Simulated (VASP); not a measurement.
Here is a VASP 6.6.1 calculation.

File INCAR:

```
SYSTEM = Si
PREC     = Accurate       ! precision mode
ENCUT    = 520            ! plane-wave cutoff, eV
EDIFF    = 1E-7           ! SCF threshold, eV
ISMEAR   = 0              ! smearing method
SIGMA    = 0.15           ! smearing width, eV
LREAL    = .FALSE.        ! projectors in reciprocal space
LASPH    = .TRUE.         ! aspherical terms in the spheres
NELM     = 100            ! most SCF steps
ALGO     = Normal         ! electronic algorithm
ISIF     = 2              ! what is computed and relaxed
LWAVE    = .FALSE.        ! write WAVECAR
LCHARG   = .FALSE.        ! write CHGCAR
GGA      = CA             ! functional
NBANDS   = 8              ! bands
```

File KPOINTS:

```
regular mesh
0
G
  22 22 22
  0 0 0
```

The input POSCAR:

```
Si
1.0
   -1.6513186540      1.6513186540      1.3005249022
    1.6513186540     -1.6513186540      1.3005249022
    1.6513186540      1.6513186540     -1.3005249022
Si
1
Direct
    0.0000000000      0.0000000000      0.0000000000
```

Potentials or basis: VASP PAW LDA potentials, release 64 (Si).

Command:

```bash
$ cat potpaw_LDA.64/Si/POTCAR > POTCAR
$ mpirun -np 1 vasp_std > vasp.out
```

Q: Predict the pressure.

A: -1.3 GPa.

Q: Estimate the band gap on the k mesh.

A: Zero (band 2 reaches 19.69 eV, above the bottom of band 3 at 6.91 eV).

Stress tensor (GPa, compression positive):
```
-1.63  0.00  0.00
 0.00 -1.63  0.00
 0.00  0.00 -0.65
```

Caveat: the cell differs from its parent crystal (strain +0.015 along x and y, -0.015 along z).
